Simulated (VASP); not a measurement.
A run of VASP 6.6.1 is set up as follows.

INCAR

```
  ALGO = Normal
  EDIFF = 1E-6
  ENCUT = 520
  GGA = PE
  ISIF = 2
  ISMEAR = 0
  LASPH = True
  LCHARG = True
  LELF = True
  LREAL = False
  LVHAR = True
  LWAVE = False
  NBANDS = 16
  NELM = 100
  PREC = Accurate
  SIGMA = 0.1
```

KPOINTS

```
k-points
0
Gamma
  6 6 6
```

The input POSCAR:

```
InSe
1.0
    0.0000000000      2.9599460300      2.9599460300
    2.9599460300      0.0000000000      2.9599460300
    2.9599460300      2.9599460300      0.0000000000
In Se
1 1
Direct
    0.5000000000      0.5000000000      0.5000000000
    0.0000000000      0.0000000000      0.0000000000
```

Potentials or basis: VASP PAW PBE potentials, release 64 (In_d, Se).

Run with:

```console
$ cat potpaw_PBE.64/In_d/POTCAR potpaw_PBE.64/Se/POTCAR > POTCAR
$ mpirun -np 1 vasp_std > vasp.out
```

(1) Predict the pressure.

Answers

(1) 0.5 GPa.
